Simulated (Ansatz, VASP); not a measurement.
## One calculation of CaO, two programs

```
Ca O
1.0
     0.00000    2.40214    2.40214
     2.40214    0.00000    2.40214
     2.40214    2.40214    0.00000
Ca O
1 1
Direct
  0.50000 0.50000 0.50000
  0.00000 0.00000 0.00000
```

Alike in both runs: task single point; functional BLYP; k mesh 8 × 8 × 8; occupations gaussian, width 0.05 eV; no spin polarisation.

```csv
,VASP,Ansatz
version,VASP 6.6.1,Ansatz 0.2.0
potentials or method,"VASP PAW PBE potentials, release 64 (Ca_sv, O), cutoff 520 eV","scalar-relativistic, plane waves, PAW"
valence electrons in the cell,16,16
```

|  | VASP | Ansatz | Ansatz less VASP |
| --- | --- | --- | --- |
| gap on the k mesh at the Fermi level (eV) | 3.73 | 3.75 | +0.024 |
| least direct gap on the mesh (eV) | 4.09 | 4.12 | +0.023 |
| pressure (GPa) | 5.2 | 4.5 | -0.64 |

VASP's potentials were made for PBE, not for BLYP.
